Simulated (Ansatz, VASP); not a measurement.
# One calculation of Si, two programs

```
Si
1.0
    -2.37137    2.37137    1.32927
     2.37137   -2.37137    1.32927
     2.37137    2.37137   -1.32927
Si
2
Direct
  0.50000 0.50000 0.00000
  0.25000 0.75000 0.50000
```

Alike in both runs: task single point; functional r2SCAN; k mesh 11 × 11 × 11; occupations fermi-dirac, width 0.05 eV; no spin polarisation.

|  | VASP | Ansatz |
| --- | --- | --- |
| version | VASP 6.6.1 | Ansatz 0.2.0 |
| potentials or method | VASP PAW PBE potentials, release 64 (Si) | Ansatz PAW |
| plane-wave cutoff (eV) | 520 | 500 |
| valence electrons in the cell | 8 | 8 |

VASP gave:

| Property | Result |
| --- | --- |
| gap on the k mesh at the Fermi level (eV) | none |
| pressure (GPa) | 2.3 |
| traceless stress, the component that is largest in VASP (GPa) | -0.87 |

Problem. Estimate Ansatz's values.

Solution. gap on the k mesh at the Fermi level (eV): none; pressure (GPa): 2.4; traceless stress, the component that is largest in VASP (GPa): -0.96.

VASP's potentials were made for PBE, not for r2SCAN. A gap of «none» marks a metal or a gap that the smearing closes.
